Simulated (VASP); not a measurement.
Wanted: the native input for a VASP 6.6.1 run.

```
Task                               : single point
Functional                         : HSE06
Potentials or basis                : VASP PAW PBE potentials, release 64 (Zn, Ga_d, O, Al)
Cutoff                             : 520 eV
k mesh                             : 1 × 1 × 1
Occupations                        : fermi-dirac, width 0.05 eV
Spin                               : no spin polarisation
Dipole correction                  : no
Grid for exact exchange (PRECFOCK) : Fast
Further INCAR settings             : LREAL = Auto; ALGO = Normal; EDIFF = 1e-06; NBANDS = 237
Share of exact exchange            : 0.25
Screening parameter                : 0.2079 1/Å
```

Al9Zn8Ga7O32:

```
CELL_PARAMETERS angstrom
8.20107 0.00000 0.00000
0.00000 8.20107 0.00000
0.00000 0.00000 8.20107
ATOMIC_POSITIONS crystal
Zn 0.87586 0.37530 0.37378
Zn 0.37427 0.87361 0.37393
Zn 0.37401 0.37552 0.87590
Zn 0.12613 0.12593 0.12985
Zn 0.87598 0.87343 0.87574
Zn 0.62428 0.62407 0.12982
Zn 0.62418 0.12552 0.62018
Zn 0.12599 0.62400 0.62052
Ga 0.50197 0.99858 0.00119
Ga 0.75125 0.25102 0.00423
Ga 0.24990 0.74680 0.00037
Ga 0.74907 0.75094 0.49854
Ga 0.25116 0.99855 0.74560
Ga 0.74876 0.50112 0.75121
Ga 0.00167 0.25073 0.74861
O 0.51669 0.01483 0.24412
O 0.73356 0.23438 0.24460
O 0.50951 0.24084 0.01940
O 0.74269 0.01025 0.01913
O 0.01418 0.51465 0.23812
O 0.23439 0.73247 0.24204
O 0.00878 0.73378 0.01662
O 0.23399 0.50612 0.01832
O 0.00956 0.00823 0.73008
O 0.24220 0.23991 0.73009
O 0.01680 0.23531 0.50592
O 0.23459 0.01655 0.50417
O 0.26556 0.26442 0.26464
O 0.48446 0.48572 0.26519
O 0.48437 0.26459 0.48588
O 0.26276 0.48386 0.48431
O 0.50653 0.51431 0.73378
O 0.73188 0.74091 0.73908
O 0.50669 0.73298 0.51398
O 0.73144 0.50933 0.50876
O 0.76578 0.76667 0.25870
O 0.98655 0.98513 0.26256
O 0.99193 0.76568 0.48304
O 0.76748 0.99257 0.48346
O 0.76059 0.26087 0.76211
O 0.99109 0.49255 0.76780
O 0.99246 0.26725 0.99167
O 0.76784 0.49093 0.99339
O 0.26670 0.75801 0.75855
O 0.49199 0.98171 0.75782
O 0.49049 0.75684 0.98286
O 0.26093 0.98815 0.98846
Al 0.75170 0.00083 0.25174
Al 0.00092 0.50040 0.00351
Al 0.00127 0.00071 0.49553
Al 0.49678 0.49893 0.49938
Al 0.25046 0.25021 0.49662
Al 0.24910 0.49831 0.25167
Al 0.49954 0.25020 0.25317
Al 0.00020 0.74980 0.25002
Al 0.49882 0.74770 0.74796
```

One way to write it, as run:

POSCAR

```
Al9Zn8Ga7O32
1.0
    8.2010660000      0.0000000000      0.0000000000
    0.0000000000      8.2010660000      0.0000000000
    0.0000000000      0.0000000000      8.2010660000
Zn Ga O Al
8 7 32 9
Direct
    0.8758620000      0.3752960000      0.3737840000
    0.3742710000      0.8736120000      0.3739310000
    0.3740150000      0.3755240000      0.8758980000
    0.1261270000      0.1259310000      0.1298500000
    0.8759820000      0.8734300000      0.8757360000
    0.6242840000      0.6240690000      0.1298200000
    0.6241850000      0.1255220000      0.6201790000
    0.1259860000      0.6239980000      0.6205160000
    0.5019660000      0.9985810000      0.0011880000
    0.7512480000      0.2510180000      0.0042320000
    0.2499010000      0.7468020000      0.0003680000
    0.7490660000      0.7509430000      0.4985350000
    0.2511580000      0.9985530000      0.7456050000
    0.7487590000      0.5011210000      0.7512060000
    0.0016680000      0.2507290000      0.7486060000
    0.5166890000      0.0148280000      0.2441220000
    0.7335620000      0.2343820000      0.2445980000
    0.5095070000      0.2408440000      0.0194020000
    0.7426940000      0.0102470000      0.0191330000
    0.0141790000      0.5146490000      0.2381240000
    0.2343850000      0.7324660000      0.2420380000
    0.0087810000      0.7337760000      0.0166200000
    0.2339890000      0.5061210000      0.0183240000
    0.0095570000      0.0082260000      0.7300770000
    0.2422020000      0.2399060000      0.7300900000
    0.0167950000      0.2353060000      0.5059190000
    0.2345880000      0.0165540000      0.5041700000
    0.2655620000      0.2644240000      0.2646360000
    0.4844590000      0.4857220000      0.2651940000
    0.4843690000      0.2645850000      0.4858820000
    0.2627550000      0.4838580000      0.4843150000
    0.5065290000      0.5143050000      0.7337820000
    0.7318790000      0.7409080000      0.7390750000
    0.5066860000      0.7329760000      0.5139790000
    0.7314410000      0.5093250000      0.5087600000
    0.7657840000      0.7666670000      0.2586960000
    0.9865550000      0.9851310000      0.2625620000
    0.9919280000      0.7656840000      0.4830440000
    0.7674770000      0.9925690000      0.4834640000
    0.7605930000      0.2608720000      0.7621080000
    0.9910900000      0.4925500000      0.7678040000
    0.9924590000      0.2672510000      0.9916650000
    0.7678390000      0.4909310000      0.9933860000
    0.2667030000      0.7580120000      0.7585530000
    0.4919890000      0.9817050000      0.7578220000
    0.4904940000      0.7568400000      0.9828610000
    0.2609270000      0.9881490000      0.9884640000
    0.7516980000      0.0008310000      0.2517370000
    0.0009170000      0.5004050000      0.0035080000
    0.0012670000      0.0007110000      0.4955340000
    0.4967830000      0.4989330000      0.4993770000
    0.2504630000      0.2502100000      0.4966210000
    0.2490960000      0.4983110000      0.2516740000
    0.4995410000      0.2501980000      0.2531660000
    0.0001970000      0.7497970000      0.2500160000
    0.4988150000      0.7477010000      0.7479650000
```

INCAR.step1

```
PREC = Accurate
ENCUT = 520
EDIFF = 1E-5
ISMEAR = -1
SIGMA = 0.05
LREAL = Auto
LASPH = True
NELM = 120
ALGO = Normal
ISIF = 2
LWAVE = True
NBANDS = 237
GGA = PE
GGA_COMPAT = False
NCORE = 4
```

INCAR.step2

```
PREC = Accurate
ENCUT = 520
EDIFF = 1E-6
ISMEAR = -1
SIGMA = 0.05
LREAL = Auto
LASPH = True
NELM = 120
ALGO = Normal
ISIF = 2
LWAVE = False
LCHARG = True
GGA = PE
LHFCALC = True
HFSCREEN = 0.2079
PRECFOCK = Fast
LELF = True
LVHAR = True
NBANDS = 237
ISTART = 1
GGA_COMPAT = False
NCORE = 4
```

KPOINTS

```
regular mesh
0
Gamma
  1 1 1
```

Potentials or basis: VASP PAW PBE potentials, release 64 (Zn, Ga_d, O, Al).

Run with:

```sh
$ cat potpaw_PBE.64/Zn/POTCAR potpaw_PBE.64/Ga_d/POTCAR potpaw_PBE.64/O/POTCAR potpaw_PBE.64/Al/POTCAR > POTCAR
$ cp INCAR.step1 INCAR
$ mpirun -np 4 vasp_gam > vasp.out
$ cp INCAR.step2 INCAR
$ mpirun -np 4 vasp_gam > vasp.out
```

Results of the run:

| Item | Value |
| --- | --- |
| Pressure | -0.4 GPa |
| Largest force | 0.320 eV/Å |
| Band gap on the k mesh | 5.26 eV |

Caveat: the k points lie up to 0.77 Å⁻¹ apart; the PAW data sets were made with another functional, which shifts forces and pressure a little.

Run time: 16 min on 4 MPI ranks on AMD EPYC 7R43 64-Core Processor (Zen 3), with other jobs on the host, peak memory 0.34 GiB a rank.
